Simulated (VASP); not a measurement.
# Mo6CO in VASP: a series of runs

Runs on Mo6CO. Level: PBE. Tasks: single point.

Everything below comes from runs of VASP 6.6.1. Logs are shortened: lines on timing, memory, paths and dates and some standing lists are left out, and cuts for length are marked.

## Step 1: The cell of the first run

The cell holds a slab with vacuum, 8 atoms: a = 4.470 Å, b = 4.470 Å, c = 22.259 Å, α = 90.00°, β = 90.00°, γ = 120.00°.

## Step 2: Single point, PBE

The input, INCAR:

```
PREC = Accurate
ENCUT = 520
EDIFF = 1E-6
ISMEAR = 0
SIGMA = 0.1
LREAL = F
LASPH = T
NELM = 100
ALGO = Normal
ISIF = 2
LWAVE = F
LCHARG = F
LDIPOL = T
IDIPOL = 3
DIPOL = 0.5 0.5 0.324
GGA = PE
NBANDS = 57
```

The input, KPOINTS:

```
regular mesh
0
Gamma
  6 6 1
```

The input, POSCAR:

```
Mo6CO
1.0
    4.4695355114      0.0000000000      0.0000000000
   -2.2347677557      3.8707312960      0.0000000000
    0.0000000000      0.0000000000     22.2594351375
Mo C O
6 1 1
Direct
    0.6666666667      0.3333333333      0.1796990793
    0.3333333333      0.6666666667      0.2206857490
    0.0000000000      0.0000000000      0.2616724188
    0.6666666667      0.3333333333      0.2990140341
    0.3333333333      0.6666666667      0.3355214634
    0.0000000000      0.0000000000      0.3710532224
    0.1666666667      0.3333333333      0.4537147989
    0.3114033938      0.6228067875      0.4672025667
```

Potentials or basis: VASP PAW PBE potentials, release 64 (Mo_sv, C, O).

Command:

```console
cat potpaw_PBE.64/Mo_sv/POTCAR potpaw_PBE.64/C/POTCAR potpaw_PBE.64/O/POTCAR > POTCAR
mpirun -np 1 vasp_std > vasp.out
```

OUTCAR:

```text
PREC = Accurate
   ENCUT = 520
   EDIFF = 1E-6
   ISMEAR = 0
   LREAL = F
   LASPH = T
   NELM = 100
   ISIF = 2
   GGA = PE

 ion  position               nearest neighbor table
   1  0.667  0.333  0.180-   4 2.66   2 2.74   2 2.74   2 2.74   3 3.16   3 3.16   3 3.16
   2  0.333  0.667  0.221-   5 2.56   1 2.74   1 2.74   1 2.74   3 2.74   3 2.74   3 2.74   4 3.11
                             4 3.11   4 3.11
   3  0.000  0.000  0.262-   6 2.43   4 2.71   4 2.71   4 2.71   2 2.74   2 2.74   2 2.74   5 3.06
                             5 3.06   5 3.06   1 3.16   1 3.16   1 3.16
   4  0.667  0.333  0.299-   1 2.66   5 2.71   5 2.71   5 2.71   3 2.71   3 2.71   3 2.71   6 3.04
                             6 3.04   6 3.04   2 3.11   2 3.11   2 3.11
   5  0.333  0.667  0.336-   2 2.56   6 2.70   6 2.70   6 2.70   4 2.71   4 2.71   4 2.71   3 3.06
                             3 3.06   3 3.06
   6  0.000  0.000  0.371-   7 2.25   3 2.43   5 2.70   5 2.70   5 2.70   4 3.04   4 3.04   4 3.04

   7  0.167  0.333  0.454-   8 1.16   6 2.25
   8  0.311  0.623  0.467-   7 1.16

  LATTYP: Found a hexagonal cell.
 ALAT       =     4.4695355114
 C/A-ratio  =     4.9802569150

  Lattice vectors:

 A1 = (   4.4695355114,   0.0000000000,   0.0000000000)
 A2 = (  -2.2347677557,   3.8707312960,   0.0000000000)
 A3 = (   0.0000000000,   0.0000000000,  22.2594351375)

Analysis of symmetry for initial positions (statically):
=====================================================================
 Subroutine PRICEL returns:
 Original cell was already a primitive cell.

 Routine SETGRP: Setting up the symmetry group for a
 hexagonal supercell.

 Subroutine GETGRP returns: Found  2 space group operations
 (whereof  2 operations were pure point group operations)
 out of a pool of 24 trial point group operations.

The static configuration has the point symmetry C_1h.

Analysis of symmetry for dynamics (positions and initial velocities):
=====================================================================
 Subroutine PRICEL returns:
 Original cell was already a primitive cell.

 Routine SETGRP: Setting up the symmetry group for a
 hexagonal supercell.

 Subroutine GETGRP returns: Found  2 space group operations
 (whereof  2 operations were pure point group operations)
 out of a pool of 24 trial point group operations.

The dynamic configuration has the point symmetry C_1h.

 Subroutine INISYM returns: Found  2 space group operations
 (whereof  2 operations are pure point group operations),
 and found     1 'primitive' translations

----------------------------------------------------------------------------------------

                                     Primitive cell

  volume of cell :     385.0965

  direct lattice vectors                    reciprocal lattice vectors
     4.469535511  0.000000000  0.000000000     0.223736896  0.129174557  0.000000000
    -2.234767756  3.870731296  0.000000000     0.000000000  0.258349114  0.000000000
     0.000000000  0.000000000 22.259435137     0.000000000  0.000000000  0.044924770

  length of vectors
     4.469535511  4.469535511 22.259435137     0.258349114  0.258349114  0.044924770

  position of ions in fractional coordinates (direct lattice)
     0.666666667  0.333333333  0.179699079
     0.333333333  0.666666667  0.220685749
     0.000000000  0.000000000  0.261672419
     0.666666667  0.333333333  0.299014034
     0.333333333  0.666666667  0.335521463
     0.000000000  0.000000000  0.371053222
     0.166666667  0.333333333  0.453714799
     0.311403394  0.622806787  0.467202567

  ion indices of the primitive-cell ions
   primitive index   ion index
                 1           1
                 2           2
                 3           3
                 4           4
                 5           5
                 6           6
                 7           7
                 8           8

----------------------------------------------------------------------------------------

 KPOINTS: regular mesh

Automatic generation of k-mesh.
 Grid dimensions read from file:
 generate k-points for:    6    6    1

 Generating k-lattice:

  Cartesian coordinates                     Fractional coordinates (reciprocal lattice)
     0.037289483  0.021529093  0.000000000     0.166666667  0.000000000  0.000000000
     0.000000000  0.043058186  0.000000000     0.000000000  0.166666667  0.000000000
     0.000000000  0.000000000  0.044924770     0.000000000  0.000000000  1.000000000

  Length of vectors
     0.043058186  0.043058186  0.044924770

  Shift w.r.t. Gamma in fractional coordinates (k-lattice)
     0.000000000  0.000000000  0.000000000

 Subroutine IBZKPT returns following result:
 ===========================================

 Found     13 irreducible k-points:

 Following reciprocal coordinates:
            Coordinates               Weight
  0.000000  0.000000  0.000000      1.000000
  0.166667 -0.000000  0.000000      4.000000
  0.000000  0.166667  0.000000      2.000000
  0.333333  0.000000  0.000000      4.000000
  0.000000  0.333333  0.000000      2.000000
  0.500000  0.000000  0.000000      2.000000
  0.000000  0.500000  0.000000      1.000000
  0.166667  0.166667  0.000000      4.000000
 -0.333333  0.166667  0.000000      2.000000
  0.333333  0.166667  0.000000      4.000000
 -0.166667  0.500000  0.000000      4.000000
  0.500000  0.333333  0.000000      4.000000
  0.333333  0.333333  0.000000      2.000000
   k-points           NKPTS =     13   k-points in BZ     NKDIM =     13   number of bands    NBANDS=     57
   number of dos      NEDOS =    301   number of ions     NIONS =      8
   total plane-waves  NPLWV = 217728
   dimension x,y,z NGX =    36 NGY =   36 NGZ =  168
   dimension x,y,z NGXF=    72 NGYF=   72 NGZF=  336
   ions per type =               6   1   1
   NGX,Y,Z   is equivalent  to a cutoff of  13.39, 13.39, 12.55 a.u.
   NGXF,Y,Z  is equivalent  to a cutoff of  26.78, 26.78, 25.09 a.u.
 SYSTEM =  unknown system
   PREC   = accura    normal or accurate (medium, high low for compatibility)
   ISTART =      0    job   : 0-new  1-cont  2-samecut
   ICHARG =      2    charge: 1-file 2-atom 10-const
   ISPIN  =      1    spin polarized calculation?
   LNONCOLLINEAR =      F non collinear calculations
   LSORBIT =      F    spin-orbit coupling
   LASPH  =      T    aspherical Exc in radial PAW
   ENCUT  =  520.0 eV  38.22 Ry    6.18 a.u.   8.31  8.31 41.39*2*pi/ulx,y,z
   NELM   =    100;   NELMIN=  2; NELMDL= -5     # of ELM steps
   EDIFF  = 0.1E-05   stopping-criterion for ELM
   LREAL  =      F    real-space projection
   EDIFFG = 0.1E-04   stopping-criterion for IOM
   NSW    =      0    number of steps for IOM
   IBRION =     -1    ionic relax: 0-MD 1-quasi-New 2-CG
   NFREE  =      0    steps in history (QN), initial steepest desc. (CG)
   ISIF   =      2    stress and relaxation
   ISYM   =      2    0-nonsym 1-usesym 2-fastsym
   POTIM  = 0.5000    time-step for ionic-motion
   TEBEG  =    0.0;   TEEND  =   0.0 temperature during run
   PSTRESS=    0.0 pullay stress
   NELECT =      94.0000    total number of electrons
   NUPDOWN=      -1.0000    fix difference up-down
   EMIN   =  10.00;   EMAX   =-10.00  energy-range for DOS
   EFERMI =   0.00;   METHOD = LEGACY
   ISMEAR =     0;   SIGMA  =   0.10  broadening in eV -4-tet -1-fermi 0-gaus
   EFERMI_NEDOS =   21; number of points for ismear=-14 and -15
   IALGO  =     38    algorithm
   IMIX   =      4    mixing-type and parameters
     AMIX     =   0.40;   BMIX     =  1.00
     AMIX_MAG =   1.60;   BMIX_MAG =  1.00
  volume/ion in A,a.u.               =      48.14       324.84
  Fermi-wavevector in a.u.,A,eV,Ry     =   1.023122  1.933421 14.242299  1.046779
  Thomas-Fermi vector in A             =   2.156839
   LORBIT       =      0    0 simple, 1 ext, 2 COOP (PROOUT), +10 PAW based schemes
   GGA     = PE    functional components
   LHFCALC =     F    Hartree Fock is set to
   AEXX    =    0.0000 exact exchange contribution
   IVDW    =     0    specifies the selected vdW correction
   LEPSILON=     F    determine dielectric tensor
   LRPA    =     F    only Hartree local field effects (RPA)
 non-spin polarized calculation
 Gauss-broadening in eV      SIGMA  =   0.10
  energy-cutoff  :      520.00
  volume of cell :      385.10
 maximum number of plane-waves:     10413
 NGX is ok and might be reduce to    36
   NGX = 17   NGY = 17   NGZ = 83

 dipolmoment           0.000000      0.000000     -0.746381 electrons x Angstroem

 number of electron      94.0000005 magnetization

 dipolmoment           0.000000      0.000000      0.072674 electrons x Angstroem

 Free energy of the ion-electron system (eV)
  ---------------------------------------------------
  ext. energy  EPLUGINS =         0.00000000
  ---------------------------------------------------
  free energy    TOTEN  =       -74.06336259 eV

  energy without entropy =      -74.02491701  energy(sigma->0) =      -74.04413980

 E-fermi :   0.5880     XC(G=0):  -4.7837

 val. band max:        0.5655601011   @ k =   0.0000   0.5000   0.0000
 cond. band min:       0.6300999288   @ k =   0.5000   0.0000   0.0000
 fundamental gap:      0.0645398277
 Fermi energy:         0.5880305737

 k-point     1 :       0.0000    0.0000    0.0000
  band No.  band energies     occupation
      1     -60.5669      2.00000
      2     -60.3224      2.00000
      3     -60.2967      2.00000
      4     -60.2402      2.00000
      5     -60.0939      2.00000
      6     -60.0179      2.00000
[... 49 lines left out ...]
     56       2.6285      0.00000
     57       2.6661      0.00000

 k-point     2 :       0.1667   -0.0000    0.0000
  band No.  band energies     occupation
      1     -60.5457      2.00000
      2     -60.3241      2.00000
      3     -60.3030      2.00000
      4     -60.2389      2.00000
      5     -60.1012      2.00000
      6     -60.0262      2.00000
[... 49 lines left out ...]
     56       2.5945      0.00000
     57       2.7767      0.00000

 k-point     3 :       0.0000    0.1667    0.0000
  band No.  band energies     occupation
      1     -60.5457      2.00000
      2     -60.3240      2.00000
      3     -60.3031      2.00000
      4     -60.2389      2.00000
      5     -60.1012      2.00000
      6     -60.0262      2.00000
[... 534 lines left out ...]
      1     -60.4480      2.00000
      2     -60.3690      2.00000
      3     -60.3273      2.00000
      4     -60.2142      2.00000
      5     -60.1323      2.00000
      6     -60.0516      2.00000
[... 49 lines left out ...]
     56       2.3117      0.00000
     57       2.4507      0.00000

 k-point    13 :       0.3333    0.3333    0.0000
  band No.  band energies     occupation
      1     -60.4165      2.00000
      2     -60.3711      2.00000
      3     -60.3535      2.00000
      4     -60.2049      2.00000
      5     -60.1410      2.00000
      6     -60.0559      2.00000
[... 49 lines left out ...]
     56       2.0804      0.00000
     57       2.2955      0.00000

------------------------ aborting loop because EDIFF is reached ----------------------------------------

 vacuum level on the upper side and lower side of the slab       (xc-potential included)         0.222        -0.516

  FORCE on cell =-STRESS in cart. coord.  units (eV):
  Direction    XX          YY          ZZ          XY          YZ          ZX
  --------------------------------------------------------------------------------------
  -------------------------------------------------------------------------------------
  Total       -4.6238630     -2.3717734     -0.6459209      0.0000000      0.6645719      0.0000000
  in kB      -19.2373826     -9.8676609     -2.6873260      0.0000000      2.7649226      0.0000000
  external PRESSURE =     -10.5974565 kB  Pullay stress =       0.0000000 kB

 VOLUME and BASIS-vectors are now :
 -----------------------------------------------------------------------------
  energy-cutoff  :      520.00
  volume of cell :      385.10
      direct lattice vectors                 reciprocal lattice vectors
     4.469535511  0.000000000  0.000000000     0.223736896  0.129174557  0.000000000
    -2.234767756  3.870731296  0.000000000     0.000000000  0.258349114  0.000000000
     0.000000000  0.000000000 22.259435137     0.000000000  0.000000000  0.044924770

 POSITION                                       TOTAL-FORCE (eV/Angst)
 -----------------------------------------------------------------------------------
      2.23477      1.29024      4.00000         0.000000     -0.029782      1.576631
     -0.00000      2.58049      4.91234         0.000000      0.010805     -0.092437
      0.00000      0.00000      5.82468         0.000000      0.130926     -2.360199
      2.23477      1.29024      6.65588         0.000000      0.134048     -0.621514
     -0.00000      2.58049      7.46852         0.000000     -0.132054      0.408673
      0.00000      0.00000      8.25944         0.000000     -0.465992      1.640404
      0.00000      1.29024     10.09944         0.000000     -0.846187     -1.972453
      0.00000      2.41072     10.39967        -0.000000      1.198236      1.420896
 -----------------------------------------------------------------------------------
    total drift:                                0.000000      0.000535      0.000035

  FREE ENERGIE OF THE ION-ELECTRON SYSTEM (eV)
  ---------------------------------------------------
  free  energy   TOTEN  =       -74.0633625871 eV

  energy  without entropy=      -74.0249170063  energy(sigma->0) =      -74.04413980

 vacuum level on the upper side and lower side of the slab         4.695         3.937
```

Run time: 21 min. Hardware: 1 thread of Intel Xeon Platinum 8259CL at 2.50GHz (Skylake/Cascade Lake), shared host; peak memory 0.65 GiB.

Results:

| Item | Value |
| --- | --- |
| Free energy | -74.0634 eV |
| Largest force | 2.364 eV/Å |
| Band gap on the k mesh | 0.06 eV (least direct gap 0.07 eV) |

Forces on the atoms (eV/Å):
```
Mo   0.000 -0.030  1.577
Mo   0.000  0.011 -0.092
Mo   0.000  0.131 -2.360
Mo   0.000  0.134 -0.622
Mo   0.000 -0.132  0.409
Mo   0.000 -0.466  1.640
C    0.000 -0.846 -1.972
O    0.000  1.198  1.421
```

[end of part 1 of 2]

The gap in the log of VASP goes by the Fermi energy; the results here count the filled bands.